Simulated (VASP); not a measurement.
The system is Au.

```xyz
2
Lattice="1.4299 -2.5896 0.0000 1.4299 2.5896 0.0000 0.0000 0.0000 4.9576" Properties=species:S:1:pos:R:3 pbc="T T T"
Au    1.4299    0.8563    1.2394
Au    1.4299   -0.8563    3.7182
```

Base run:

- Program: VASP 6.6.1
- Functional: LDA
- Potentials or basis: VASP PAW LDA potentials, release 64 (Au)
- Cutoff: 520 eV
- k mesh: 11 × 11 × 6
- Occupations: fermi-dirac, width 0.05 eV
- Spin: no spin polarisation

Its results: band gap on the k mesh zero (band 11 reaches 11.59 eV, above the bottom of band 12 at 5.61 eV); pressure -13.9 GPa.

Q: The run is repeated on the same cell with these changes: functional from LDA to r2SCAN; potentials or basis from VASP PAW LDA potentials, release 64 (Au) to VASP PAW PBE potentials, release 64 (Au). What comes out?

A: Band gap on the k mesh zero (band 11 reaches 11.87 eV, above the bottom of band 12 at 5.46 eV); pressure -5.4 GPa.

Caveats: spin-orbit coupling is left out, which moves the levels of the heavy elements; the PAW data sets were made with another functional, which shifts forces and pressure a little (some runs).
